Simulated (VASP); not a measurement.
Here is a VASP 6.6.1 calculation.

INCAR

```
SYSTEM = Al2P3
PREC = Accurate
ENCUT = 600
EDIFF = 1E-7
ISMEAR = 0
SIGMA = 0.1
LREAL = .FALSE.
LASPH = .TRUE.
NELM = 100
ALGO = Normal
ISIF = 3
LWAVE = .FALSE.
LCHARG = .FALSE.
GGA = PE
IBRION = 2
NSW = 90
EDIFFG = -0.04
```

KPOINTS

```
regular mesh
0
G
  6 6 4
  0 0 0
```

Contents of POSCAR:

```
Al2P3
1.0
    4.2913394100      0.0000000000      0.0000000000
   -2.1456697000      3.7164089400      0.0000000000
    0.0000000000      0.0000000000      6.7844735600
Al P
2 3
Direct
    0.3333333300      0.6666666700      0.2350000000
    0.6666666700      0.3333333300      0.7650000000
    0.3333333300      0.6666666700      0.6300000000
    0.6666666700      0.3333333300      0.3700000000
    0.0000000000      0.0000000000      0.0000000000
```

Potentials or basis: VASP PAW PBE potentials, release 64 (Al, P).

Launch:

```sh
$ cat potpaw_PBE.64/Al/POTCAR potpaw_PBE.64/P/POTCAR > POTCAR
$ mpirun -np 1 vasp_std > vasp.out
```

Problem. Predict the relaxed volume.

Solution. 16.35 Å³/atom.

Problem. What does it give for the space group after relaxing (to 0.05 Å)?

Solution. P-3m1 (No. 164).

Problem. Estimate the relaxed cell.

Solution. a = 3.485 Å, b = 3.485 Å, c = 7.772 Å, α = 90.00°, β = 90.00°, γ = 120.00°.

The path:
| step | energy change (eV) | largest force (eV/Å) | pressure (GPa) | volume (Å³) |
| --- | --- | --- | --- | --- |
| 1 | 0.0000 | 0.4101 | -11.11 | 108.20 |
| 2 | -0.8771 | 0.8830 | 1.86 | 86.34 |
| 3 | -0.8827 | 0.8001 | 0.57 | 87.65 |
| 4 | -1.0009 | 0.6491 | 0.76 | 86.87 |
| 5 | -1.2267 | 0.5234 | 3.78 | 84.26 |
| 6 | -1.3189 | 0.4950 | 0.80 | 86.76 |
| 7 | -1.3610 | 0.4759 | -1.71 | 89.13 |
| 8 | -1.3156 | 0.3233 | -5.69 | 93.85 |
| 9 | -1.3694 | 0.4473 | -2.93 | 90.40 |
| 10 | -1.4324 | 0.5083 | -3.25 | 90.38 |
| 11 | -1.4473 | 0.5132 | -3.45 | 90.31 |
| 12 | -1.5115 | 0.7130 | -1.06 | 87.20 |
| 13 | -1.5315 | 0.9053 | 1.45 | 84.44 |
| 14 | -1.5933 | 0.8732 | 1.56 | 83.51 |
| 15 | -1.7134 | 0.3826 | 2.83 | 80.76 |
| 16 | -1.7776 | 0.2925 | -0.75 | 83.25 |
| 17 | -1.7815 | 0.2999 | -1.77 | 84.10 |
| 18 | -1.8184 | 0.2139 | -1.60 | 83.46 |
| 19 | -1.8249 | 0.0987 | -1.39 | 82.98 |
| 20 | -1.8253 | 0.1275 | -1.45 | 83.09 |
| 21 | -1.8312 | 0.0443 | 0.83 | 81.08 |
| 22 | -1.8328 | 0.0614 | 0.08 | 81.71 |
| 23 | -1.8333 | 0.0226 | 0.05 | 81.74 |

Caveat: the volume moved by over 15 % at a fixed basis, so the end points are rough.
